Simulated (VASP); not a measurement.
# GaP (scanv) (F-43m) in VASP: further runs

Runs on GaP (scanv). Level: r2SCAN+rVV10. Tasks: single point.

All numbers are computed with VASP 6.6.1; they aren't measurements. Logs are shortened: lines on timing, memory, paths and dates and some standing lists are left out, and cuts for length are marked.

## 1. The cell of the first run

It takes space group F-43m (No. 216, cubic). The conventional cell has a = 5.452 Å, b = 5.452 Å, c = 5.452 Å, α = 90.00°, β = 90.00°, γ = 90.00°. Ga (site symmetry -43m) has 4 P at 2.36 Å within 3.1 Å. P (site symmetry -43m) has 4 Ga at 2.36 Å within 3.1 Å.

## 2. Single point, r2SCAN+rVV10

Input file POSCAR:

```
GaP
1.0
    0.0000000000      2.7258124900      2.7258124900
    2.7258124900      0.0000000000      2.7258124900
    2.7258124900      2.7258124900      0.0000000000
Ga P
1 1
Direct
    0.0000000000      0.0000000000      0.0000000000
    0.7500000000      0.7500000000      0.7500000000
```

Input file INCAR.step1:

```
PREC = Accurate
ENCUT = 550
ISMEAR = 0
SIGMA = 0.1
LREAL = False
LASPH = True
NELM = 120
NBANDS = 16
GGA = PE
ALGO = Normal
EDIFF = 1E-5
LWAVE = True
LCHARG = False
GGA_COMPAT = False
```

Input file INCAR.step2:

```
PREC = Accurate
ENCUT = 550
EDIFF = 1E-6
ISMEAR = 0
SIGMA = 0.1
LREAL = False
LASPH = True
NELM = 120
ALGO = Normal
ISIF = 2
LWAVE = False
LCHARG = False
METAGGA = R2SCAN
LMIXTAU = True
LUSE_VDW = True
IVDW_NL = 2
BPARAM = 11.95
CPARAM = 0.0093
NBANDS = 16
ISTART = 1
GGA_COMPAT = False
```

Input file KPOINTS:

```
Automatic mesh
0
Gamma
  6 6 6
```

Potentials or basis: VASP PAW PBE potentials, release 64 (Ga_d, P).

On the command line:

```bash
cat potpaw_PBE.64/Ga_d/POTCAR potpaw_PBE.64/P/POTCAR > POTCAR
cp INCAR.step1 INCAR
mpirun -np 1 vasp_std > vasp.out
cp INCAR.step2 INCAR
mpirun -np 1 vasp_std > vasp.out
```

OUTCAR:

```text
PREC = Accurate
   ENCUT = 550
   EDIFF = 1E-6
   ISMEAR = 0
   LREAL = False
   LASPH = True
   NELM = 120
   ISIF = 2
   METAGGA = R2SCAN
   IVDW_NL = 2
   BPARAM = 11.95
   ISTART = 1

 ion  position               nearest neighbor table
   1  0.000  0.000  0.000-   2 2.36   2 2.36   2 2.36   2 2.36
   2  0.750  0.750  0.750-   1 2.36   1 2.36   1 2.36   1 2.36

  LATTYP: Found a face centered cubic cell.
 ALAT       =     5.4516249800

  Lattice vectors:

 A1 = (   0.0000000000,   2.7258124900,   2.7258124900)
 A2 = (   2.7258124900,   0.0000000000,   2.7258124900)
 A3 = (   2.7258124900,   2.7258124900,   0.0000000000)

Analysis of symmetry for initial positions (statically):
=====================================================================
 Subroutine PRICEL returns:
 Original cell was already a primitive cell.

 Routine SETGRP: Setting up the symmetry group for a
 face centered cubic supercell.

 Subroutine GETGRP returns: Found 24 space group operations
 (whereof 24 operations were pure point group operations)
 out of a pool of 48 trial point group operations.

The static configuration has the point symmetry T_d .

Analysis of symmetry for dynamics (positions and initial velocities):
=====================================================================
 Subroutine PRICEL returns:
 Original cell was already a primitive cell.

 Routine SETGRP: Setting up the symmetry group for a
 face centered cubic supercell.

 Subroutine GETGRP returns: Found 24 space group operations
 (whereof 24 operations were pure point group operations)
 out of a pool of 48 trial point group operations.

The dynamic configuration has the point symmetry T_d .

 Subroutine INISYM returns: Found 24 space group operations
 (whereof 24 operations are pure point group operations),
 and found     1 'primitive' translations

----------------------------------------------------------------------------------------

                                     Primitive cell

  volume of cell :      40.5059

  direct lattice vectors                    reciprocal lattice vectors
     0.000000000  2.725812490  2.725812490    -0.183431546  0.183431546  0.183431546
     2.725812490  0.000000000  2.725812490     0.183431546 -0.183431546  0.183431546
     2.725812490  2.725812490  0.000000000     0.183431546  0.183431546 -0.183431546

  length of vectors
     3.854880992  3.854880992  3.854880992     0.317712758  0.317712758  0.317712758

  position of ions in fractional coordinates (direct lattice)
     0.000000000  0.000000000  0.000000000
     0.750000000  0.750000000  0.750000000

  ion indices of the primitive-cell ions
   primitive index   ion index
                 1           1
                 2           2

----------------------------------------------------------------------------------------

 KPOINTS: Automatic mesh

Automatic generation of k-mesh.
 Grid dimensions read from file:
 generate k-points for:    6    6    6

 Generating k-lattice:

  Cartesian coordinates                     Fractional coordinates (reciprocal lattice)
    -0.030571924  0.030571924  0.030571924     0.166666667  0.000000000  0.000000000
     0.030571924 -0.030571924  0.030571924     0.000000000  0.166666667  0.000000000
     0.030571924  0.030571924 -0.030571924     0.000000000  0.000000000  0.166666667

  Length of vectors
     0.052952126  0.052952126  0.052952126

  Shift w.r.t. Gamma in fractional coordinates (k-lattice)
     0.000000000  0.000000000  0.000000000

 Subroutine IBZKPT returns following result:
 ===========================================

 Found     16 irreducible k-points:

 Following reciprocal coordinates:
            Coordinates               Weight
  0.000000  0.000000  0.000000      1.000000
  0.166667  0.000000  0.000000      8.000000
  0.333333  0.000000  0.000000      8.000000
  0.500000  0.000000  0.000000      4.000000
  0.166667  0.166667  0.000000      6.000000
  0.333333  0.166667  0.000000     24.000000
[... 8 lines left out ...]
 -0.333333  0.333333  0.166667     24.000000
 -0.333333  0.500000  0.166667     12.000000
   k-points           NKPTS =     16   k-points in BZ     NKDIM =     16   number of bands    NBANDS=     16
   number of dos      NEDOS =    301   number of ions     NIONS =      2
   total plane-waves  NPLWV =  27000
   dimension x,y,z NGX =    30 NGY =   30 NGZ =   30
   dimension x,y,z NGXF=    60 NGYF=   60 NGZF=   60
   ions per type =               1   1
   NGX,Y,Z   is equivalent  to a cutoff of  12.94, 12.94, 12.94 a.u.
   NGXF,Y,Z  is equivalent  to a cutoff of  25.88, 25.88, 25.88 a.u.
 SYSTEM =  unknown system
   PREC   = accura    normal or accurate (medium, high low for compatibility)
   ISTART =      1    job   : 0-new  1-cont  2-samecut
   ICHARG =      0    charge: 1-file 2-atom 10-const
   ISPIN  =      1    spin polarized calculation?
   LNONCOLLINEAR =      F non collinear calculations
   LSORBIT =      F    spin-orbit coupling
   LASPH  =      T    aspherical Exc in radial PAW
   ENCUT  =  550.0 eV  40.42 Ry    6.36 a.u.   7.37  7.37  7.37*2*pi/ulx,y,z
   NELM   =    120;   NELMIN=  2; NELMDL=  0     # of ELM steps
   EDIFF  = 0.1E-05   stopping-criterion for ELM
   LREAL  =      F    real-space projection
   EDIFFG = 0.1E-04   stopping-criterion for IOM
   NSW    =      0    number of steps for IOM
   IBRION =     -1    ionic relax: 0-MD 1-quasi-New 2-CG
   NFREE  =      0    steps in history (QN), initial steepest desc. (CG)
   ISIF   =      2    stress and relaxation
   ISYM   =      2    0-nonsym 1-usesym 2-fastsym
   POTIM  = 0.5000    time-step for ionic-motion
   TEBEG  =    0.0;   TEEND  =   0.0 temperature during run
   PSTRESS=    0.0 pullay stress
   NELECT =      18.0000    total number of electrons
   NUPDOWN=      -1.0000    fix difference up-down
   EMIN   =  10.00;   EMAX   =-10.00  energy-range for DOS
   EFERMI =   0.00;   METHOD = LEGACY
   ISMEAR =     0;   SIGMA  =   0.10  broadening in eV -4-tet -1-fermi 0-gaus
   EFERMI_NEDOS =   21; number of points for ismear=-14 and -15
   IALGO  =     38    algorithm
   IMIX   =      4    mixing-type and parameters
     AMIX     =   0.40;   BMIX     =  1.00
     AMIX_MAG =   1.60;   BMIX_MAG =  1.00
  volume/ion in A,a.u.               =      20.25       136.67
  Fermi-wavevector in a.u.,A,eV,Ry     =   1.249280  2.360796 21.234610  1.560700
  Thomas-Fermi vector in A             =   2.383328
   LORBIT       =      0    0 simple, 1 ext, 2 COOP (PROOUT), +10 PAW based schemes
   METAGGA = R2SCAN    functional components
   LHFCALC =     F    Hartree Fock is set to
   AEXX    =    0.0000 exact exchange contribution
   IVDW_NL    =     2    kernel type
   BPARAM     =11.9500
   IVDW    =     0    specifies the selected vdW correction
   LEPSILON=     F    determine dielectric tensor
   LRPA    =     F    only Hartree local field effects (RPA)
 non-spin polarized calculation
 Gauss-broadening in eV      SIGMA  =   0.10
  energy-cutoff  :      550.00
  volume of cell :       40.51
 maximum number of plane-waves:      1243
 NGX is ok and might be reduce to    30
   NGX = 15   NGY = 15   NGZ = 15

 number of electron      17.9999989 magnetization

 Free energy of the ion-electron system (eV)
  ---------------------------------------------------
  ext. energy  EPLUGINS =         0.00000000
  ---------------------------------------------------
  free energy    TOTEN  =       -20.93612832 eV

  energy without entropy =      -20.93612832  energy(sigma->0) =      -20.93612832

 E-fermi :   4.9055     XC(G=0): -10.5981

 val. band max:        4.4537673522   @ k =   0.0000   0.0000   0.0000
 cond. band min:       6.3075634168   @ k =   0.5000   0.5000   0.0000
 fundamental gap:      1.8537960646
 Fermi energy:         4.9054854930

 k-point     1 :       0.0000    0.0000    0.0000
  band No.  band energies     occupation
      1     -10.5267      2.00000
      2     -10.5267      2.00000
      3     -10.5267      2.00000
      4     -10.4130      2.00000
      5     -10.4130      2.00000
      6      -8.5738      2.00000
[... 8 lines left out ...]
     15      14.7115      0.00000
     16      14.7115      0.00000

 k-point     2 :       0.1667    0.0000    0.0000
  band No.  band energies     occupation
      1     -10.5537      2.00000
      2     -10.5182      2.00000
      3     -10.5182      2.00000
      4     -10.4129      2.00000
      5     -10.4129      2.00000
      6      -8.1978      2.00000
[... 8 lines left out ...]
     15      13.8706      0.00000
     16      15.0913      0.00000

 k-point     3 :       0.3333    0.0000    0.0000
  band No.  band energies     occupation
      1     -10.5995      2.00000
      2     -10.5043      2.00000
      3     -10.5043      2.00000
      4     -10.4093      2.00000
      5     -10.4093      2.00000
      6      -7.2035      2.00000
[... 8 lines left out ...]
     15      14.6063      0.00000
     16      14.7046      0.00000

 k-point     4 :       0.5000    0.0000    0.0000
  band No.  band energies     occupation
      1     -10.6196      2.00000
      2     -10.4993      2.00000
      3     -10.4993      2.00000
      4     -10.4056      2.00000
      5     -10.4056      2.00000
      6      -6.4062      2.00000
[... 8 lines left out ...]
     15      16.7670      0.00000
     16      16.7670      0.00000
[... 172 lines left out ...]
 k-point    14 :       0.5000    0.3333    0.1667
  band No.  band energies     occupation
      1     -10.6253      2.00000
      2     -10.4888      2.00000
      3     -10.4776      2.00000
      4     -10.4281      2.00000
      5     -10.4014      2.00000
      6      -6.3924      2.00000
[... 8 lines left out ...]
     15      16.9507      0.00000
     16      18.4889      0.00000

 k-point    15 :      -0.3333    0.3333    0.1667
  band No.  band energies     occupation
      1     -10.6324      2.00000
      2     -10.4882      2.00000
      3     -10.4702      2.00000
      4     -10.4246      2.00000
      5     -10.4047      2.00000
      6      -5.7136      2.00000
[... 8 lines left out ...]
     15      17.6507      0.00000
     16      17.9565      0.00000

 k-point    16 :      -0.3333    0.5000    0.1667
  band No.  band energies     occupation
      1     -10.6436      2.00000
      2     -10.4765      2.00000
      3     -10.4609      2.00000
      4     -10.4356      2.00000
      5     -10.3988      2.00000
      6      -5.3986      2.00000
[... 8 lines left out ...]
     15      17.0233      0.00000
     16      18.8266      0.00000

------------------------ aborting loop because EDIFF is reached ----------------------------------------

  FORCE on cell =-STRESS in cart. coord.  units (eV):
  Direction    XX          YY          ZZ          XY          YZ          ZX
  --------------------------------------------------------------------------------------
  -------------------------------------------------------------------------------------
  Total       -0.1996624     -0.1996624     -0.1996624      0.0000000      0.0000000     -0.0000000
  in kB       -7.8974887     -7.8974887     -7.8974887      0.0000000      0.0000000     -0.0000000
  external PRESSURE =      -7.8974887 kB  Pullay stress =       0.0000000 kB

 VOLUME and BASIS-vectors are now :
 -----------------------------------------------------------------------------
  energy-cutoff  :      550.00
  volume of cell :       40.51
      direct lattice vectors                 reciprocal lattice vectors
     0.000000000  2.725812490  2.725812490    -0.183431546  0.183431546  0.183431546
     2.725812490  0.000000000  2.725812490     0.183431546 -0.183431546  0.183431546
     2.725812490  2.725812490  0.000000000     0.183431546  0.183431546 -0.183431546

 POSITION                                       TOTAL-FORCE (eV/Angst)
 -----------------------------------------------------------------------------------
      0.00000      0.00000      0.00000        -0.000000     -0.000000      0.000000
      4.08872      4.08872      4.08872         0.000000      0.000000     -0.000000
 -----------------------------------------------------------------------------------
    total drift:                                0.000002      0.000002      0.000002

  FREE ENERGIE OF THE ION-ELECTRON SYSTEM (eV)
  ---------------------------------------------------
  free  energy   TOTEN  =       -20.9361283214 eV

  energy  without entropy=      -20.9361283214  energy(sigma->0) =      -20.93612832
```

Run time: 48 s. Hardware: 1 thread of Intel Xeon 6975P-C (Granite Rapids), shared host; peak memory 0.28 GiB.

What came out:

```yaml
Free_energy: -20.9361 eV
Pressure: -0.8 GPa
Band_gap_on_the_k_mesh: 1.85 eV, indirect (least direct gap 2.32 eV)
```

Levels at points of the mesh, in eV from the valence-band top:
```tsv
k point	band 5	band 6	band 7	band 8	band 9	band 10	band 11	band 12	band 13	band 14
(0.00, 0.00, 0.00)	-14.87	-13.03	0.00	0.00	0.00	2.32	4.17	4.17	4.17	9.36
(0.50, 0.00, 0.00)	-14.86	-10.86	-6.86	-1.17	-1.17	2.01	5.03	5.03	8.74	11.58
(0.50, 0.50, 0.00)	-14.84	-9.92	-6.96	-2.81	-2.81	1.85	2.06	11.34	11.34	11.96
```

Caveat: the PAW data sets were made with another functional, which shifts forces and pressure a little. A k mesh can miss the band edges.

## 3. Single point, r2SCAN+rVV10

This run uses another cell than the first one, of 20.09 Å³/atom, 0.992 times its volume.

Input file POSCAR:

```
GaP
1.0
    0.0000000000      2.7182907167      2.7182907167
    2.7182907167      0.0000000000      2.7182907167
    2.7182907167      2.7182907167      0.0000000000
Ga P
1 1
Direct
    0.0000000000      0.0000000000      0.0000000000
    0.7500000000      0.7500000000      0.7500000000
```

Input file INCAR.step1:

```
PREC = Accurate
ENCUT = 550
ISMEAR = 0
SIGMA = 0.02
LREAL = F
LASPH = T
NELM = 120
NBANDS = 16
GGA = PE
ALGO = Normal
EDIFF = 1E-5
LWAVE = T
LCHARG = F
GGA_COMPAT = F
```

Input file INCAR.step2:

```
PREC = Accurate
ENCUT = 550
EDIFF = 1E-6
ISMEAR = 0
SIGMA = 0.02
LREAL = F
LASPH = T
NELM = 120
ALGO = Normal
ISIF = 2
LWAVE = F
LCHARG = F
METAGGA = R2SCAN
LMIXTAU = T
LUSE_VDW = T
IVDW_NL = 2
BPARAM = 11.95
CPARAM = 0.0093
NBANDS = 16
ISTART = 1
GGA_COMPAT = F
```

Input file KPOINTS:

```
regular mesh
0
Gamma
  8 8 8
```

Potentials or basis: VASP PAW PBE potentials, release 64 (Ga_d, P).

On the command line:

```bash
cat potpaw_PBE.64/Ga_d/POTCAR potpaw_PBE.64/P/POTCAR > POTCAR
cp INCAR.step1 INCAR
mpirun -np 1 vasp_std > vasp.out
cp INCAR.step2 INCAR
mpirun -np 1 vasp_std > vasp.out
```

Run time: 58 s. Hardware: 1 thread of Intel Xeon 6975P-C (Granite Rapids), shared host; peak memory 0.29 GiB.

Results (log left out):

| Property | Result |
| --- | --- |
| Free energy | -20.9494 eV |
| Pressure | -0.1 GPa |
| Band gap on the k mesh | 1.84 eV, indirect (least direct gap 2.39 eV) |

Levels at points of the mesh, in eV from the valence-band top:
| k point | band 5 | band 6 | band 7 | band 8 | band 9 | band 10 | band 11 | band 12 | band 13 | band 14 |
| --- | --- | --- | --- | --- | --- | --- | --- | --- | --- | --- |
| (0.00, 0.00, 0.00) | -14.87 | -13.09 | 0.00 | 0.00 | 0.00 | 2.39 | 4.18 | 4.18 | 4.18 | 9.41 |
| (0.50, 0.00, 0.00) | -14.86 | -10.90 | -6.91 | -1.18 | -1.18 | 2.04 | 5.03 | 5.03 | 8.76 | 11.65 |
| (0.50, 0.50, 0.00) | -14.85 | -9.95 | -7.00 | -2.84 | -2.84 | 1.84 | 2.06 | 11.41 | 11.41 | 12.04 |

Caveat: the PAW data sets were made with another functional, which shifts forces and pressure a little. A k mesh can miss the band edges.
